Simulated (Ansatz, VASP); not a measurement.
# Ta4Ge: VASP beside Ansatz

```xyz
5
Lattice="6.8514 0.0000 0.0000 0.0000 6.8514 0.0000 0.0000 0.0000 3.0977" Properties=species:S:1:pos:R:3 pbc="T T T"
Ta    3.4257    1.3573    1.5488
Ta    3.4257    5.4941    1.5488
Ta    5.4941    3.4257    1.5488
Ta    1.3573    3.4257    1.5488
Ge    3.4257    3.4257    0.0000
```

Alike in both runs: functional PBE; k mesh 3 × 3 × 5; occupations gaussian, width 0.2 eV; no spin polarisation.

Ansatz relaxed the structure, and its values are those at the end. VASP's run is a single point on that final structure, the one shown.

|  | VASP | Ansatz |
| --- | --- | --- |
| version | VASP 6.6.1 | Ansatz 0.2.0 |
| potentials or method | VASP PAW PBE potentials, release 64 (Ta_pv, Ge_d), cutoff 500 eV | scalar-relativistic, plane waves, PAW |
| valence electrons in the cell | 58 | 66 |

Ansatz gave:

* gap on the k mesh at the Fermi level (eV): none
* pressure (GPa): -0.2
* rms of the force components (eV/Å): 0.017

**Question.** What did VASP give for the same quantities?

**Answer.** gap on the k mesh at the Fermi level (eV): none; pressure (GPa): -0.1; rms of the force components (eV/Å): 0.016.

A gap of «none» marks a metal or a gap that the smearing closes. VASP's potentials hold 58 valence electrons a cell and Ansatz's 66, so a difference there can come from the potentials and not from the codes.

The k mesh is coarse, so the values compare programs but aren't converged. Spin-orbit coupling is off throughout.
